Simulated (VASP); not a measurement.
A run of VASP 6.6.1 is set up as follows.

The input INCAR:

```
SYSTEM = ZnB
ALGO     = Normal         ! electronic algorithm
EDIFF    = 1E-7           ! SCF threshold, eV
ENCUT    = 520            ! plane-wave cutoff, eV
GGA      = PE             ! functional
ISIF     = 2              ! what is computed and relaxed
ISMEAR   = 0              ! smearing method
LASPH    = .True.         ! aspherical terms in the spheres
LCHARG   = .False.        ! write CHGCAR
LREAL    = .False.        ! projectors in reciprocal space
LWAVE    = .False.        ! write WAVECAR
NBANDS   = 14             ! bands
NELM     = 100            ! most SCF steps
PREC     = Accurate       ! precision mode
SIGMA    = 0.1            ! smearing width, eV
```

The input KPOINTS:

```
k-points
0
Gamma
  6 6 6
  0 0 0
```

The input POSCAR:

```
ZnB
1.0
    2.8093236900      0.0000000000      0.0000000000
    0.0000000000      2.8093236900      0.0000000000
    0.0000000000      0.0000000000      3.2813762700
Zn B
1 1
Direct
    0.5000000000      0.5000000000      0.5000000000
    0.0000000000      0.0000000000      0.0000000000
```

Potentials or basis: VASP PAW PBE potentials, release 64 (Zn, B).

Launch:

```console
$ cat potpaw_PBE.64/Zn/POTCAR potpaw_PBE.64/B/POTCAR > POTCAR
$ mpirun -np 1 vasp_std > vasp.out
```

Q: Predict the pressure.

A: -13.0 GPa.

Stress tensor (GPa, compression positive):
```
-14.11   0.00   0.00
  0.00 -14.11   0.00
  0.00   0.00 -10.67
```

Caveat: the k points lie up to 0.37 Å⁻¹ apart.
